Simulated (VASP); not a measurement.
The system is Be.

```
Be
1.0
     2.00897    0.00000    0.00000
     0.00000    2.00897    0.00000
     0.00000    0.00000    2.81284
Be
1
Direct
  0.00000 0.00000 0.50000
```

The cell was generated, and may not be a known phase.

```yaml
Program: VASP 6.6.1
Task: relaxation of cell and atoms
Functional: PBE
Potentials_or_basis: VASP PAW PBE potentials, release 64 (Be)
Cutoff: 600 eV
k_mesh: 28 × 28 × 20
Occupations: gaussian, width 0.1 eV
Spin: no spin polarisation
```

At the start: pressure 0.1 GPa; volume 11.35 Å³/atom.

**Question.** Where does the relaxation end?

**Answer.** Over 7 steps the energy falls by 8.6 meV/atom and the volume is 10.90 Å³/atom (-4.0 %); space group P4/mmm (No. 123, to 0.1 Å) before and after.

Step by step:
```
step  energy change (eV)  largest force (eV/Å)  pressure (GPa)  volume (Å³)
   1              0.0000                0.0000            0.15        11.35
   2             -0.0042                0.0000           -1.03        11.37
   3             -0.0054                0.0000           -1.91        11.38
   4             -0.0078                0.0000           -1.01        11.13
   5             -0.0086                0.0000           -0.21        10.93
   6             -0.0086                0.0000           -0.08        10.90
   7             -0.0086                0.0000            0.01        10.90
```

Final structure:
```
Be
1.0
     2.02079    0.00000    0.00000
     0.00000    2.02079    0.00000
     0.00000    0.00000    2.66804
Be
1
Direct
  0.00000 0.00000 0.50000
```
